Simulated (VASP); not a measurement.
# Pb12O in VASP: single point with LDA

Aim: the single point of Pb12O with LDA.

All numbers are computed with VASP 6.6.1; they aren't measurements. Logs are shortened: lines on timing, memory, paths and dates and some standing lists are left out, and cuts for length are marked.

## (1) The cell of the first run

The cell holds a slab with vacuum, 13 atoms: a = 7.000 Å, b = 7.000 Å, c = 18.716 Å, α = 90.00°, β = 90.00°, γ = 60.00°.

## (2) Single point, LDA

Input file INCAR:

```
SYSTEM = Pb12O
ALGO = Normal
EDIFF = 1E-6
ENCUT = 520
ISIF = 2
ISMEAR = -1
LASPH = .TRUE.
LCHARG = .TRUE.
LELF = .TRUE.
LREAL = .FALSE.
LVHAR = .TRUE.
LWAVE = .FALSE.
NBANDS = 99
NELM = 80
PREC = Accurate
SIGMA = 0.1
```

Input file KPOINTS:

```
k-points
0
G
  3 3 1
  0 0 0
```

Input file POSCAR:

```
Pb12O
1.0
    7.0003570000      0.0000000000      0.0000000000
    3.5001790000      6.0624870000      0.0000000000
    0.0000000000      0.0000000000     18.7157680000
Pb O
12 1
Direct
    0.1666667207      0.1666667491      0.0534308825
    0.6666666492      0.1666667491      0.0534308825
    0.1666666905      0.6666666667      0.0534308825
    0.6666667619      0.6666666667      0.0534308825
   -0.1708815183      0.3240501794      0.1956332222
    0.3488828072      0.3226143000      0.1958103456
   -0.1463963164      0.7928467311      0.1871949364
    0.3200970160      0.8588539654      0.1935679049
   -0.0079618129     -0.0257785295      0.3350052747
    0.5354229008     -0.0286232366      0.3349728422
    0.0260424072      0.4511448849      0.3392610979
    0.5003062772      0.5008939401      0.3335228349
    0.2128564897      0.0749251916      0.3799278769
```

Potentials or basis: VASP PAW LDA potentials, release 64 (Pb_d, O).

On the command line:

```sh
> cat potpaw_LDA.64/Pb_d/POTCAR potpaw_LDA.64/O/POTCAR > POTCAR
> mpirun -np 1 vasp_std > vasp.out
```

OUTCAR:

```text
SYSTEM = Pb12O
   EDIFF = 1E-6
   ENCUT = 520
   ISIF = 2
   ISMEAR = -1
   LASPH = .TRUE.
   LREAL = .FALSE.
   NELM = 80
   PREC = Accurate

 ion  position               nearest neighbor table
   1  0.167  0.167  0.053-   8 3.22   5 3.36   6 3.36   4 3.50   3 3.50   2 3.50   4 3.50   2 3.50
                             3 3.50
   2  0.667  0.167  0.053-   6 3.29   5 3.29   7 3.38   3 3.50   1 3.50   4 3.50   4 3.50   3 3.50
                             1 3.50
   3  0.167  0.667  0.053-   7 3.15   8 3.36   6 3.38   2 3.50   1 3.50   4 3.50   2 3.50   4 3.50
                             1 3.50
   4  0.667  0.667  0.053-   7 3.15   8 3.36   5 3.38   1 3.50   3 3.50   2 3.50   2 3.50   1 3.50
                             3 3.50
   5  0.829  0.324  0.196-  12 3.26   2 3.29  11 3.34   8 3.35   1 3.36   9 3.36   6 3.37   7 3.37
                             4 3.38   6 3.63   7 3.64   8 3.66
   6  0.349  0.323  0.196-  12 3.26   2 3.29  11 3.33   8 3.35   1 3.36  10 3.37   5 3.37   3 3.38
                             7 3.39   7 3.63   5 3.63   8 3.66
   7  0.854  0.793  0.187-   3 3.15   4 3.15   5 3.37  10 3.37   2 3.38   9 3.38   6 3.39  11 3.52
                             8 3.52   8 3.53   6 3.63   5 3.64
   8  0.320  0.859  0.194-   1 3.22   9 3.33  10 3.33   5 3.35   6 3.35   3 3.36   4 3.36  12 3.40
                             7 3.52   7 3.53   5 3.66   6 3.66
   9  0.992  0.974  0.335-  13 2.16  10 3.21   8 3.33   5 3.36   7 3.38  12 3.44  11 3.46  11 3.55
                            12 3.57  10 3.79
  10  0.535  0.971  0.335-  13 2.17   9 3.21   8 3.33   6 3.37   7 3.37  12 3.42  11 3.47  11 3.54
                            12 3.59   9 3.79
  11  0.026  0.451  0.339-  13 2.40   6 3.33   5 3.34   9 3.46  10 3.47  12 3.51   7 3.52  12 3.52
                            10 3.54   9 3.55
  12  0.500  0.501  0.334-   5 3.26   6 3.26   8 3.40  10 3.42   9 3.44  11 3.51  11 3.52   9 3.57
                            10 3.59
  13  0.213  0.075  0.380-   9 2.16  10 2.17  11 2.40

  LATTYP: Found a hexagonal cell.
 ALAT       =     7.0003572521
 C/A-ratio  =     2.6735446958

  Lattice vectors:

 A1 = (  -3.5001790000,  -6.0624870000,   0.0000000000)
 A2 = (   7.0003570000,   0.0000000000,   0.0000000000)
 A3 = (   0.0000000000,   0.0000000000,  18.7157680000)

Analysis of symmetry for initial positions (statically):
=====================================================================
 Subroutine PRICEL returns:
 Original cell was already a primitive cell.

 Routine SETGRP: Setting up the symmetry group for a
 hexagonal supercell.

 Subroutine GETGRP returns: Found  1 space group operations
 (whereof  1 operations were pure point group operations)
 out of a pool of 24 trial point group operations.

The static configuration has the point symmetry C_1 .

Analysis of symmetry for dynamics (positions and initial velocities):
=====================================================================
 Subroutine PRICEL returns:
 Original cell was already a primitive cell.

 Routine SETGRP: Setting up the symmetry group for a
 hexagonal supercell.

 Subroutine GETGRP returns: Found  1 space group operations
 (whereof  1 operations were pure point group operations)
 out of a pool of 24 trial point group operations.

The dynamic configuration has the point symmetry C_1 .

 Subroutine INISYM returns: Found  1 space group operations
 (whereof  1 operations are pure point group operations),
 and found     1 'primitive' translations

----------------------------------------------------------------------------------------

                                     Primitive cell

  volume of cell :     794.2892

  direct lattice vectors                    reciprocal lattice vectors
     7.000357000  0.000000000  0.000000000     0.142849858 -0.082474415  0.000000000
     3.500179000  6.062487000  0.000000000     0.000000000  0.164948807  0.000000000
     0.000000000  0.000000000 18.715768000     0.000000000  0.000000000  0.053430882

  length of vectors
     7.000357000  7.000357252 18.715768000     0.164948813  0.164948807  0.053430882

  position of ions in fractional coordinates (direct lattice)
     0.166666721  0.166666749  0.053430883
     0.666666649  0.166666749  0.053430883
     0.166666691  0.666666667  0.053430883
     0.666666762  0.666666667  0.053430883
     0.829118482  0.324050179  0.195633222
     0.348882807  0.322614300  0.195810346
[... 34 lines left out ...]
  Cartesian coordinates                     Fractional coordinates (reciprocal lattice)
     0.047616619 -0.027491472  0.000000000     0.333333333  0.000000000  0.000000000
     0.000000000  0.054982936  0.000000000     0.000000000  0.333333333  0.000000000
     0.000000000  0.000000000  0.053430882     0.000000000  0.000000000  1.000000000

  Length of vectors
     0.054982938  0.054982936  0.053430882

  Shift w.r.t. Gamma in fractional coordinates (k-lattice)
     0.000000000  0.000000000  0.000000000

 Subroutine IBZKPT returns following result:
 ===========================================

 Found      5 irreducible k-points:

 Following reciprocal coordinates:
            Coordinates               Weight
  0.000000  0.000000  0.000000      1.000000
  0.333333  0.000000  0.000000      2.000000
  0.333333  0.333333  0.000000      2.000000
  0.000000  0.333333  0.000000      2.000000
 -0.333333  0.333333  0.000000      2.000000
   k-points           NKPTS =      5   k-points in BZ     NKDIM =      5   number of bands    NBANDS=     99
   number of dos      NEDOS =    301   number of ions     NIONS =     13
   total plane-waves  NPLWV = 408240
   dimension x,y,z NGX =    54 NGY =   54 NGZ =  140
   dimension x,y,z NGXF=   108 NGYF=  108 NGZF=  280
   ions per type =              12   1
   NGX,Y,Z   is equivalent  to a cutoff of  12.82, 12.82, 12.44 a.u.
   NGXF,Y,Z  is equivalent  to a cutoff of  25.65, 25.65, 24.87 a.u.
 SYSTEM =  Pb12O
   PREC   = accura    normal or accurate (medium, high low for compatibility)
   ISTART =      0    job   : 0-new  1-cont  2-samecut
   ICHARG =      2    charge: 1-file 2-atom 10-const
   ISPIN  =      1    spin polarized calculation?
   LNONCOLLINEAR =      F non collinear calculations
   LSORBIT =      F    spin-orbit coupling
   LASPH  =      T    aspherical Exc in radial PAW
   ENCUT  =  520.0 eV  38.22 Ry    6.18 a.u.  13.02 13.02 34.80*2*pi/ulx,y,z
   NELM   =     80;   NELMIN=  2; NELMDL= -5     # of ELM steps
   EDIFF  = 0.1E-05   stopping-criterion for ELM
   LREAL  =      F    real-space projection
   EDIFFG = 0.1E-04   stopping-criterion for IOM
   NSW    =      0    number of steps for IOM
   IBRION =     -1    ionic relax: 0-MD 1-quasi-New 2-CG
   NFREE  =      0    steps in history (QN), initial steepest desc. (CG)
   ISIF   =      2    stress and relaxation
   ISYM   =      2    0-nonsym 1-usesym 2-fastsym
   POTIM  = 0.5000    time-step for ionic-motion
   TEBEG  =    0.0;   TEEND  =   0.0 temperature during run
   PSTRESS=    0.0 pullay stress
   NELECT =     174.0000    total number of electrons
   NUPDOWN=      -1.0000    fix difference up-down
   EMIN   =  10.00;   EMAX   =-10.00  energy-range for DOS
   EFERMI =   0.00;   METHOD = LEGACY
   ISMEAR =    -1;   SIGMA  =   0.10  broadening in eV -4-tet -1-fermi 0-gaus
   EFERMI_NEDOS =   21; number of points for ismear=-14 and -15
   IALGO  =     38    algorithm
   IMIX   =      4    mixing-type and parameters
     AMIX     =   0.40;   BMIX     =  1.00
     AMIX_MAG =   1.60;   BMIX_MAG =  1.00
  volume/ion in A,a.u.               =      61.10       412.32
  Fermi-wavevector in a.u.,A,eV,Ry     =   0.986882  1.864936 13.251193  0.973935
  Thomas-Fermi vector in A             =   2.118295
   LORBIT       =      0    0 simple, 1 ext, 2 COOP (PROOUT), +10 PAW based schemes
   GGA     = CA    functional components
   LHFCALC =     F    Hartree Fock is set to
   AEXX    =    0.0000 exact exchange contribution
   IVDW    =     0    specifies the selected vdW correction
   LEPSILON=     F    determine dielectric tensor
   LRPA    =     F    only Hartree local field effects (RPA)
 non-spin polarized calculation
  energy-cutoff  :      520.00
  volume of cell :      794.29
 maximum number of plane-waves:     21441
 NGX is ok and might be reduce to    54
   NGX = 27   NGY = 27   NGZ = 69

 number of electron     174.0000009 magnetization

 Free energy of the ion-electron system (eV)
  ---------------------------------------------------
  ext. energy  EPLUGINS =         0.00000000
  ---------------------------------------------------
  free energy    TOTEN  =       -55.52500895 eV

  energy without entropy =      -55.24972039  energy(sigma->0) =      -55.38736467

 E-fermi :   1.0408     XC(G=0):  -5.5265

 val. band max:        0.9678223137   @ k =   0.3333   0.3333   0.0000
 cond. band min:       1.1262534833   @ k =   0.3333   0.0000   0.0000
 fundamental gap:      0.1584311695
 Fermi energy:         1.0407957571

 k-point     1 :       0.0000    0.0000    0.0000
  band No.  band energies     occupation
      1     -17.8741      2.00000
      2     -16.1395      2.00000
      3     -16.1381      2.00000
      4     -16.1239      2.00000
      5     -16.0639      2.00000
      6     -16.0610      2.00000
[... 499 lines left out ...]
     98       3.3442      0.00000
     99       3.4480      0.00000

------------------------ aborting loop because EDIFF is reached ----------------------------------------

  FORCE on cell =-STRESS in cart. coord.  units (eV):
  Direction    XX          YY          ZZ          XY          YZ          ZX
  --------------------------------------------------------------------------------------
  -------------------------------------------------------------------------------------
  Total        1.6772382     -1.5284884     -0.1851015      0.0023588      0.8439121     -0.0130459
  in kB        3.3831922     -3.0831459     -0.3733722      0.0047579      1.7022727     -0.0263151
  external PRESSURE =      -0.0244419 kB  Pullay stress =       0.0000000 kB

 VOLUME and BASIS-vectors are now :
 -----------------------------------------------------------------------------
  energy-cutoff  :      520.00
  volume of cell :      794.29
      direct lattice vectors                 reciprocal lattice vectors
     7.000357000  0.000000000  0.000000000     0.142849858 -0.082474415  0.000000000
     3.500179000  6.062487000  0.000000000     0.000000000  0.164948807  0.000000000
     0.000000000  0.000000000 18.715768000     0.000000000  0.000000000  0.053430882

 POSITION                                       TOTAL-FORCE (eV/Angst)
 -----------------------------------------------------------------------------------
      1.75009      1.01041      1.00000         0.001229      0.033388     -0.177930
      5.25027      1.01041      1.00000         0.001212     -0.081505      0.151426
      3.50018      4.04166      1.00000         0.226259      0.002763     -0.008368
      7.00036      4.04166      1.00000        -0.226049      0.009311     -0.011623
      6.93836      1.96455      3.66143         0.023243     -0.022168      0.027155
      3.57151      1.95584      3.66474        -0.019842     -0.026330      0.020480
      8.75064      4.80662      3.50350         0.003636      0.001768      0.016180
      5.24694      5.20679      3.62277        -0.001742     -0.001767      0.013833
     10.35457      5.90621      6.26988        -0.056399     -0.123453     -0.031824
      7.14814      5.88896      6.26927         0.034241     -0.116958     -0.022188
      1.76139      2.73506      6.34953        -0.002229     -0.161404      0.091700
      5.25554      3.03666      6.24214        -0.001390     -0.151209     -0.050153
      1.75232      0.45423      7.11064         0.017831      0.637563     -0.018688
 -----------------------------------------------------------------------------------
    total drift:                               -0.000265      0.000028      0.001773

  FREE ENERGIE OF THE ION-ELECTRON SYSTEM (eV)
  ---------------------------------------------------
  free  energy   TOTEN  =       -55.5250089513 eV

  energy  without entropy=      -55.2497203927  energy(sigma->0) =      -55.38736467
```

Wall time 17 min (1 thread of Intel Xeon Platinum 8259CL at 2.50GHz (Skylake/Cascade Lake), shared host); peak memory 0.74 GiB.

Results:

```yaml
Free_energy: -55.5250 eV
Largest_force: 0.638 eV/Å
Band_gap_on_the_k_mesh: zero (band 87 reaches 1.18 eV, above the bottom of band 88 at 0.86 eV)
```

Forces in eV/Å, atoms in the order of the input:
```
Pb   0.001  0.033 -0.178
Pb   0.001 -0.082  0.151
Pb   0.226  0.003 -0.008
Pb  -0.226  0.009 -0.012
Pb   0.023 -0.022  0.027
Pb  -0.020 -0.026  0.020
Pb   0.004  0.002  0.016
Pb  -0.002 -0.002  0.014
Pb  -0.056 -0.123 -0.032
Pb   0.034 -0.117 -0.022
Pb  -0.002 -0.161  0.092
Pb  -0.001 -0.151 -0.050
O    0.018  0.638 -0.019
```

Levels at points of the mesh, in eV from the Fermi level:
| k point | band 84 | band 85 | band 86 | band 87 | band 88 | band 89 | band 90 | band 91 |
| --- | --- | --- | --- | --- | --- | --- | --- | --- |
| (0.00, 0.00, 0.00) | -1.63 | -1.42 | -0.24 | 0.14 | 1.26 | 1.29 | 1.45 | 1.60 |

Caveat: spin-orbit coupling is left out, which moves the levels of the heavy elements.
